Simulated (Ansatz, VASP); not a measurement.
MnF2: VASP beside Ansatz

```
Mn F
1.0
     4.98405    0.00000    0.00000
     0.00000    4.98405    0.00000
     0.00000    0.00000    3.36537
Mn F
2 4
Direct
  0.00000 0.00000 0.00000
  0.50000 0.50000 0.50000
  0.30536 0.30536 0.00000
  0.19464 0.80536 0.50000
  0.69464 0.69464 0.00000
  0.80536 0.19464 0.50000
```

Alike in both runs: task single point; functional PBE; k mesh 3 × 3 × 4; occupations gaussian, width 0.05 eV; collinear spin; Hubbard terms Mn d U = 3.9 eV.

|  | VASP | Ansatz |
| --- | --- | --- |
| version | VASP 6.6.1 | Ansatz 0.2.0 |
| potentials or method | VASP PAW PBE potentials, release 64 (Mn_pv, F), cutoff 520 eV | scalar-relativistic, plane waves, PAW |
| valence electrons in the cell | 54 | 58 |

```tsv
	VASP	Ansatz	Ansatz less VASP
gap on the k mesh at the Fermi level (eV)	3.56	3.64	+0.082
least direct gap on the mesh (eV)	3.58	3.66	+0.082
pressure (GPa)	-1.2	-0.3	+0.86
traceless stress, the component that is largest in VASP (GPa)	-0.22	-0.08	+0.145
rms of the force components (eV/Å)	0.005	0.005	-0.0002
net moment per atom (μB)	0.00	0.00	0.000
size of the moment on the site where the two differ most (μB)	4.68	4.28	-0.399
```

Site moments also hang on the region over which each program counts them. The programs project onto different local orbitals, so the same U acts differently, and such runs can settle in different states. Atom by atom the forces differ by 0.000 eV/Å (rms over components). VASP's potentials hold 54 valence electrons a cell and Ansatz's 58, so a difference there can come from the potentials and not from the codes.

The k mesh is coarse, so the values compare programs but aren't converged.
